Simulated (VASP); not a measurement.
# Zr3Si2 (P4bm) in VASP: further runs

Runs on Zr3Si2. Level: r2SCAN. Tasks: single point.

Program: VASP 6.6.1. These are calculated values, not measurements. Logs are shortened: lines on timing, memory, paths and dates and some standing lists are left out, and cuts for length are marked.

**1. The cell of the first run**

It takes space group P4bm (No. 100, tetragonal). The conventional cell has a = 7.108 Å, b = 7.108 Å, c = 3.705 Å, α = 90.00°, β = 90.00°, γ = 90.00°. Within 3.8 Å of Zr (site symmetry m) lie 6 Si at 2.71 to 2.89 Å and 11 Zr at 3.21 to 3.72 Å. Zr (site symmetry 4) has 4 Si at 2.83 Å and 10 Zr at 3.21 to 3.71 Å within 3.8 Å. Within 3.2 Å of Si (site symmetry m) lie 1 Si at 2.45 Å and 8 Zr at 2.71 to 2.89 Å.

**2. Single point, r2SCAN (all Si atoms moved +0.087 Å, as atom 7 along Cartesian [0 0 1])**

Contents of POSCAR:

```
Zr3Si2
1.0
    7.1084398645      0.0000000000      0.0000000000
    0.0000000000      7.1084398645      0.0000000000
    0.0000000000      0.0000000000      3.7051280783
Zr Si
6 4
Direct
    0.1739136664      0.6739136664      0.5000000000
    0.8260863336      0.3260863336      0.5000000000
    0.3260863336      0.1739136664      0.5000000000
    0.6739136664      0.8260863336      0.5000000000
    0.0000000000      0.0000000000      0.0000000000
    0.5000000000      0.5000000000      0.0000000000
    0.6219463334      0.1219463334      0.0236159178
    0.3780536666      0.8780536666      0.0236159178
    0.8780536666      0.6219463334      0.0236159178
    0.1219463334      0.3780536666      0.0236159178
```

Contents of INCAR.step1:

```
PREC = Accurate
ENCUT = 520
ISMEAR = 0
SIGMA = 0.15
LREAL = False
LASPH = True
NELM = 100
NBANDS = 55
GGA = PE
ALGO = Normal
EDIFF = 1E-4
LWAVE = True
LCHARG = False
```

Contents of INCAR.step2:

```
PREC = Accurate
ENCUT = 520
EDIFF = 1E-6
ISMEAR = 0
SIGMA = 0.15
LREAL = False
LASPH = True
NELM = 100
ALGO = Normal
ISIF = 2
LWAVE = False
LCHARG = False
METAGGA = R2SCAN
LMIXTAU = True
NBANDS = 55
ISTART = 1
```

Contents of KPOINTS:

```
regular mesh
0
Gamma
  6 6 10
```

Potentials or basis: VASP PAW PBE potentials, release 64 (Zr_sv, Si).

Started as:

```
> cat potpaw_PBE.64/Zr_sv/POTCAR potpaw_PBE.64/Si/POTCAR > POTCAR
> cp INCAR.step1 INCAR
> mpirun -np 1 vasp_std > vasp.out
> cp INCAR.step2 INCAR
> mpirun -np 1 vasp_std > vasp.out
```

OUTCAR:

```text
PREC = Accurate
   ENCUT = 520
   EDIFF = 1E-6
   ISMEAR = 0
   LREAL = False
   LASPH = True
   NELM = 100
   ISIF = 2
   METAGGA = R2SCAN
   ISTART = 1

 ion  position               nearest neighbor table
   1  0.174  0.674  0.500-   8 2.71   9 2.77  10 2.77   8 2.82  10 2.89   9 2.89   6 3.21   5 3.21
                             5 3.21   6 3.21   2 3.50   4 3.72   3 3.72   3 3.72   4 3.72
   2  0.826  0.326  0.500-   7 2.71   9 2.77  10 2.77   7 2.82  10 2.89   9 2.89   6 3.21   5 3.21
                             5 3.21   6 3.21   1 3.50   4 3.72   3 3.72   4 3.72   3 3.72
   3  0.326  0.174  0.500-  10 2.71   8 2.77   7 2.77  10 2.82   7 2.89   8 2.89   6 3.21   5 3.21
                             5 3.21   6 3.21   4 3.50   1 3.72   2 3.72   1 3.72   2 3.72
   4  0.674  0.826  0.500-   9 2.71   8 2.77   7 2.77   9 2.82   7 2.89   8 2.89   6 3.21   5 3.21
                             5 3.21   6 3.21   3 3.50   1 3.72   2 3.72   2 3.72   1 3.72
   5  0.000  0.000  0.000-   7 2.83   8 2.83   9 2.83  10 2.83   1 3.21   2 3.21   3 3.21   4 3.21
                             1 3.21   2 3.21   3 3.21   4 3.21
   6  0.500  0.500  0.000-   7 2.83   8 2.83   9 2.83  10 2.83   1 3.21   2 3.21   3 3.21   4 3.21
                             1 3.21   2 3.21   3 3.21   4 3.21
   7  0.622  0.122  0.024-   8 2.45   2 2.71   4 2.77   3 2.77   2 2.82   5 2.83   6 2.83   3 2.89
                             4 2.89
   8  0.378  0.878  0.024-   7 2.45   1 2.71   4 2.77   3 2.77   1 2.82   5 2.83   6 2.83   3 2.89
                             4 2.89
   9  0.878  0.622  0.024-  10 2.45   4 2.71   1 2.77   2 2.77   4 2.82   5 2.83   6 2.83   2 2.89
                             1 2.89
  10  0.122  0.378  0.024-   9 2.45   3 2.71   1 2.77   2 2.77   3 2.82   5 2.83   6 2.83   2 2.89
                             1 2.89

  LATTYP: Found a simple tetragonal cell.
 ALAT       =     7.1084398645
 C/A-ratio  =     0.5212294327

  Lattice vectors:

 A1 = (   7.1084398645,   0.0000000000,   0.0000000000)
 A2 = (   0.0000000000,   7.1084398645,   0.0000000000)
 A3 = (   0.0000000000,   0.0000000000,   3.7051280783)

Analysis of symmetry for initial positions (statically):
=====================================================================
 Subroutine PRICEL returns:
 Original cell was already a primitive cell.

 Routine SETGRP: Setting up the symmetry group for a
 simple tetragonal supercell.

 Subroutine GETGRP returns: Found  8 space group operations
 (whereof  4 operations were pure point group operations)
 out of a pool of 16 trial point group operations.

The static configuration has the point symmetry     .
 The point group associated with its full space group is C_4v.

Analysis of symmetry for dynamics (positions and initial velocities):
=====================================================================
 Subroutine PRICEL returns:
 Original cell was already a primitive cell.

 Routine SETGRP: Setting up the symmetry group for a
 simple tetragonal supercell.

 Subroutine GETGRP returns: Found  8 space group operations
 (whereof  4 operations were pure point group operations)
 out of a pool of 16 trial point group operations.

The dynamic configuration has the point symmetry C_4v.
 The point group associated with its full space group is C_4v.

 Subroutine INISYM returns: Found  8 space group operations
 (whereof  4 operations are pure point group operations),
 and found     1 'primitive' translations

----------------------------------------------------------------------------------------

                                     Primitive cell

  volume of cell :     187.2198

  direct lattice vectors                    reciprocal lattice vectors
     7.108439865  0.000000000  0.000000000     0.140677845  0.000000000  0.000000000
     0.000000000  7.108439865  0.000000000     0.000000000  0.140677845  0.000000000
     0.000000000  0.000000000  3.705128078     0.000000000  0.000000000  0.269896203

  length of vectors
     7.108439865  7.108439865  3.705128078     0.140677845  0.140677845  0.269896203

  position of ions in fractional coordinates (direct lattice)
     0.173913666  0.673913666  0.500000000
     0.826086334  0.326086334  0.500000000
     0.326086334  0.173913666  0.500000000
     0.673913666  0.826086334  0.500000000
     0.000000000  0.000000000  0.000000000
     0.500000000  0.500000000  0.000000000
     0.621946333  0.121946333  0.023615918
     0.378053667  0.878053667  0.023615918
     0.878053667  0.621946333  0.023615918
     0.121946333  0.378053667  0.023615918

  ion indices of the primitive-cell ions
   primitive index   ion index
                 1           1
                 2           2
                 3           3
                 4           4
                 5           5
                 6           6
                 7           7
                 8           8
                 9           9
                10          10

----------------------------------------------------------------------------------------

 KPOINTS: regular mesh

Automatic generation of k-mesh.
 Grid dimensions read from file:
 generate k-points for:    6    6   10

 Generating k-lattice:

  Cartesian coordinates                     Fractional coordinates (reciprocal lattice)
     0.023446307  0.000000000  0.000000000     0.166666667  0.000000000  0.000000000
     0.000000000  0.023446307  0.000000000     0.000000000  0.166666667  0.000000000
     0.000000000  0.000000000  0.026989620     0.000000000  0.000000000  0.100000000

  Length of vectors
     0.023446307  0.023446307  0.026989620

  Shift w.r.t. Gamma in fractional coordinates (k-lattice)
     0.000000000  0.000000000  0.000000000

 Subroutine IBZKPT returns following result:
 ===========================================

 Found     60 irreducible k-points:

 Following reciprocal coordinates:
            Coordinates               Weight
  0.000000  0.000000  0.000000      1.000000
  0.166667  0.000000  0.000000      4.000000
  0.333333  0.000000  0.000000      4.000000
  0.500000  0.000000  0.000000      2.000000
  0.166667  0.166667  0.000000      4.000000
  0.333333  0.166667  0.000000      8.000000
[... 16 lines left out ...]
  0.333333  0.000000  0.200000      8.000000
  0.500000  0.000000  0.200000      4.000000
 [... further k-points ...]
   k-points           NKPTS =     60   k-points in BZ     NKDIM =     60   number of bands    NBANDS=     55
   number of dos      NEDOS =    301   number of ions     NIONS =     10
   total plane-waves  NPLWV =  81648
   dimension x,y,z NGX =    54 NGY =   54 NGZ =   28
   dimension x,y,z NGXF=   108 NGYF=  108 NGZF=   56
   ions per type =               6   4
   NGX,Y,Z   is equivalent  to a cutoff of  12.63, 12.63, 12.56 a.u.
   NGXF,Y,Z  is equivalent  to a cutoff of  25.26, 25.26, 25.13 a.u.
 SYSTEM =  unknown system
   PREC   = accura    normal or accurate (medium, high low for compatibility)
   ISTART =      1    job   : 0-new  1-cont  2-samecut
   ICHARG =      0    charge: 1-file 2-atom 10-const
   ISPIN  =      1    spin polarized calculation?
   LNONCOLLINEAR =      F non collinear calculations
   LSORBIT =      F    spin-orbit coupling
   LASPH  =      T    aspherical Exc in radial PAW
   ENCUT  =  520.0 eV  38.22 Ry    6.18 a.u.  13.22 13.22  6.89*2*pi/ulx,y,z
   NELM   =    100;   NELMIN=  2; NELMDL=  0     # of ELM steps
   EDIFF  = 0.1E-05   stopping-criterion for ELM
   LREAL  =      F    real-space projection
   EDIFFG = 0.1E-04   stopping-criterion for IOM
   NSW    =      0    number of steps for IOM
   IBRION =     -1    ionic relax: 0-MD 1-quasi-New 2-CG
   NFREE  =      0    steps in history (QN), initial steepest desc. (CG)
   ISIF   =      2    stress and relaxation
   ISYM   =      2    0-nonsym 1-usesym 2-fastsym
   POTIM  = 0.5000    time-step for ionic-motion
   TEBEG  =    0.0;   TEEND  =   0.0 temperature during run
   PSTRESS=    0.0 pullay stress
   NELECT =      88.0000    total number of electrons
   NUPDOWN=      -1.0000    fix difference up-down
   EMIN   =  10.00;   EMAX   =-10.00  energy-range for DOS
   EFERMI =   0.00;   METHOD = LEGACY
   ISMEAR =     0;   SIGMA  =   0.15  broadening in eV -4-tet -1-fermi 0-gaus
   EFERMI_NEDOS =   21; number of points for ismear=-14 and -15
   IALGO  =     38    algorithm
   IMIX   =      4    mixing-type and parameters
     AMIX     =   0.40;   BMIX     =  1.00
     AMIX_MAG =   1.60;   BMIX_MAG =  1.00
  volume/ion in A,a.u.               =      18.72       126.34
  Fermi-wavevector in a.u.,A,eV,Ry     =   1.272873  2.405381 22.044241  1.620206
  Thomas-Fermi vector in A             =   2.405728
   LORBIT       =      0    0 simple, 1 ext, 2 COOP (PROOUT), +10 PAW based schemes
   METAGGA = R2SCAN    functional components
   LHFCALC =     F    Hartree Fock is set to
   AEXX    =    0.0000 exact exchange contribution
   IVDW    =     0    specifies the selected vdW correction
   LEPSILON=     F    determine dielectric tensor
   LRPA    =     F    only Hartree local field effects (RPA)
 non-spin polarized calculation
 Gauss-broadening in eV      SIGMA  =   0.15
  energy-cutoff  :      520.00
  volume of cell :      187.22
 maximum number of plane-waves:      5070
 NGX is ok and might be reduce to    54
   NGX = 27   NGY = 27   NGZ = 13

 number of electron      88.0000000 magnetization

 Free energy of the ion-electron system (eV)
  ---------------------------------------------------
  ext. energy  EPLUGINS =         0.00000000
  ---------------------------------------------------
  free energy    TOTEN  =      -180.85139194 eV

  energy without entropy =     -180.76919082  energy(sigma->0) =     -180.81029138

 E-fermi :   9.4346     XC(G=0): -12.1761

 val. band max:        9.4300243246   @ k =   0.1667   0.1667   0.0000
 cond. band min:       9.4385210433   @ k =   0.1667   0.1667   0.0000
 fundamental gap:      0.0084967187
 Fermi energy:         9.4345956083

 k-point     1 :       0.0000    0.0000    0.0000
  band No.  band energies     occupation
      1     -40.6774      2.00000
      2     -40.6314      2.00000
      3     -40.6306      2.00000
      4     -40.6306      2.00000
      5     -40.5073      2.00000
      6     -40.4782      2.00000
[... 47 lines left out ...]
     54      12.2489      0.00000
[... 1333 lines left out ...]
     54      12.6181      0.00000
     55      12.8501      0.00000

 [... further k-points ...]
[... 5 lines left out ...]
  --------------------------------------------------------------------------------------
  -------------------------------------------------------------------------------------
  Total        0.3922600      0.3922600      0.1364775      0.0000000      0.0000000      0.0000000
  in kB        3.3568564      3.3568564      1.1679380      0.0000000      0.0000000      0.0000000
  external PRESSURE =       2.6272169 kB  Pullay stress =       0.0000000 kB

 VOLUME and BASIS-vectors are now :
 -----------------------------------------------------------------------------
  energy-cutoff  :      520.00
  volume of cell :      187.22
      direct lattice vectors                 reciprocal lattice vectors
     7.108439865  0.000000000  0.000000000     0.140677845  0.000000000  0.000000000
     0.000000000  7.108439865  0.000000000     0.000000000  0.140677845  0.000000000
     0.000000000  0.000000000  3.705128078     0.000000000  0.000000000  0.269896203

 POSITION                                       TOTAL-FORCE (eV/Angst)
 -----------------------------------------------------------------------------------
      1.23625      4.79047      1.85256         0.013506      0.013506      0.640262
      5.87219      2.31797      1.85256        -0.013506     -0.013506      0.640262
      2.31797      1.23625      1.85256        -0.013506      0.013506      0.640262
      4.79047      5.87219      1.85256         0.013506     -0.013506      0.640262
      0.00000      0.00000      0.00000         0.000000     -0.000000      0.178165
      3.55422      3.55422      0.00000         0.000000     -0.000000      0.178165
      4.42107      0.86685      0.08750         0.007833      0.007833     -0.729345
      2.68737      6.24159      0.08750        -0.007833     -0.007833     -0.729345
      6.24159      4.42107      0.08750        -0.007833      0.007833     -0.729345
      0.86685      2.68737      0.08750         0.007833     -0.007833     -0.729345
 -----------------------------------------------------------------------------------
    total drift:                                0.000000      0.000000     -0.000181

  FREE ENERGIE OF THE ION-ELECTRON SYSTEM (eV)
  ---------------------------------------------------
  free  energy   TOTEN  =      -180.8513919386 eV

  energy  without entropy=     -180.7691908237  energy(sigma->0) =     -180.81029138
```

Run time: 19 min. Hardware: 1 thread of Intel Xeon 6975P-C (Granite Rapids), shared host; peak memory 0.59 GiB.

Results:

| Property | Result |
| --- | --- |
| Free energy | -180.8514 eV |
| Pressure | 0.3 GPa |
| Largest force | 0.729 eV/Å |
| Band gap on the k mesh | zero (bands 44 and 45 overlap by 1.19 eV) |

Forces in eV/Å, atoms in the order of the input:
```
Zr   0.014  0.014  0.640
Zr  -0.014 -0.014  0.640
Zr  -0.014  0.014  0.640
Zr   0.014 -0.014  0.640
Zr   0.000  0.000  0.178
Zr   0.000  0.000  0.178
Si   0.008  0.008 -0.729
Si  -0.008 -0.008 -0.729
Si  -0.008  0.008 -0.729
Si   0.008 -0.008 -0.729
```

Stress tensor (GPa, compression positive):
```
0.34 0.00 0.00
0.00 0.34 0.00
0.00 0.00 0.12
```

Caveat: the cell differs from its parent crystal (all Si atoms moved +0.087 Å, as atom 7 along Cartesian [0 0 1]); the PAW data sets were made with another functional, which shifts forces and pressure a little.

**3. Single point, r2SCAN (all Si atoms moved +0.062 Å, as atom 7 along Cartesian [0 0 1])**

Edit POSCAR of step 2 so:

```diff
@@ -14,5 +14,5 @@
     0.5000000000      0.5000000000      0.0000000000
-    0.6219463334      0.1219463334      0.0236159178
-    0.3780536666      0.8780536666      0.0236159178
-    0.8780536666      0.6219463334      0.0236159178
-    0.1219463334      0.3780536666      0.0236159178
+    0.6219463334      0.1219463334      0.0168685127
+    0.3780536666      0.8780536666      0.0168685127
+    0.8780536666      0.6219463334      0.0168685127
+    0.1219463334      0.3780536666      0.0168685127
```

Contents of INCAR.step1:

```
SYSTEM = Zr3Si2
PREC     = Accurate       ! precision mode
ENCUT    = 520            ! plane-wave cutoff, eV
ISMEAR   = 0              ! smearing method
SIGMA    = 0.15           ! smearing width, eV
LREAL    = .False.        ! projectors in reciprocal space
LASPH    = .True.         ! aspherical terms in the spheres
NELM     = 100            ! most SCF steps
NBANDS   = 55             ! bands
GGA      = PE             ! functional
ALGO     = Normal         ! electronic algorithm
EDIFF    = 1E-4           ! SCF threshold, eV
LWAVE    = .True.         ! write WAVECAR
LCHARG   = .False.        ! write CHGCAR
```

Contents of INCAR.step2:

```
SYSTEM = Zr3Si2
PREC     = Accurate       ! precision mode
ENCUT    = 520            ! plane-wave cutoff, eV
EDIFF    = 1E-7           ! SCF threshold, eV
ISMEAR   = 0              ! smearing method
SIGMA    = 0.15           ! smearing width, eV
LREAL    = .False.        ! projectors in reciprocal space
LASPH    = .True.         ! aspherical terms in the spheres
NELM     = 100            ! most SCF steps
ALGO     = Normal         ! electronic algorithm
ISIF     = 2              ! what is computed and relaxed
LWAVE    = .False.        ! write WAVECAR
LCHARG   = .False.        ! write CHGCAR
METAGGA  = R2SCAN         ! meta-GGA
LMIXTAU  = .True.       
NBANDS   = 55             ! bands
ISTART   = 1
```

Contents of KPOINTS:

```
regular mesh
0
Gamma
  6 6 10
  0 0 0
```

Potentials or basis: VASP PAW PBE potentials, release 64 (Zr_sv, Si).

Started as:

```
> cat potpaw_PBE.64/Zr_sv/POTCAR potpaw_PBE.64/Si/POTCAR > POTCAR
> cp INCAR.step1 INCAR
> mpirun -np 1 vasp_std > vasp.out
> cp INCAR.step2 INCAR
> mpirun -np 1 vasp_std > vasp.out
```

Wall time 34 min (1 thread of Oxide Virtual Turin-like, shared host); peak memory 0.56 GiB.

It converged, with:

```
Free energy            : -180.9140 eV
Pressure               : 0.2 GPa
Largest force          : 0.522 eV/Å
Band gap on the k mesh : zero (bands 44 and 45 overlap by 1.20 eV)
```

Forces on the atoms (eV/Å):
```
Zr   0.008  0.008  0.458
Zr  -0.008 -0.008  0.458
Zr  -0.008  0.008  0.458
Zr   0.008 -0.008  0.458
Zr   0.000  0.000  0.128
Zr   0.000  0.000  0.128
Si   0.003  0.003 -0.522
Si  -0.003 -0.003 -0.522
Si  -0.003  0.003 -0.522
Si   0.003 -0.003 -0.522
```

Stress tensor (GPa, compression positive):
```
0.18 0.00 0.00
0.00 0.18 0.00
0.00 0.00 0.10
```

Levels at points of the mesh, in eV from the Fermi level:
| k point | band 40 | band 41 | band 42 | band 43 | band 44 | band 45 | band 46 | band 47 | band 48 | band 49 |
| --- | --- | --- | --- | --- | --- | --- | --- | --- | --- | --- |
| (0.00, 0.00, 0.00) | -0.56 | -0.56 | -0.52 | -0.28 | -0.16 | 0.96 | 1.10 | 1.38 | 1.38 | 1.83 |
| (0.50, 0.00, 0.00) | -1.23 | -0.33 | -0.33 | 0.43 | 0.43 | 0.88 | 0.88 | 1.62 | 1.62 | 1.65 |
| (0.50, 0.50, 0.00) | -0.86 | -0.33 | -0.33 | -0.07 | -0.07 | 0.09 | 0.09 | 1.38 | 1.38 | 2.08 |
| (0.00, 0.00, 0.50) | -1.21 | -0.60 | -0.12 | 0.14 | 0.14 | 0.35 | 0.62 | 0.68 | 0.81 | 0.81 |
| (0.50, 0.00, 0.50) | -1.28 | -0.93 | -0.93 | -0.50 | -0.50 | 0.07 | 0.07 | 1.91 | 1.91 | 2.77 |
| (0.50, 0.50, 0.50) | -1.30 | -0.83 | -0.83 | -0.67 | -0.67 | -0.63 | -0.63 | 2.07 | 2.07 | 3.61 |

Caveat: the cell differs from its parent crystal (all Si atoms moved +0.062 Å, as atom 7 along Cartesian [0 0 1]); the PAW data sets were made with another functional, which shifts forces and pressure a little.

(Continued in part 2 of 2.)
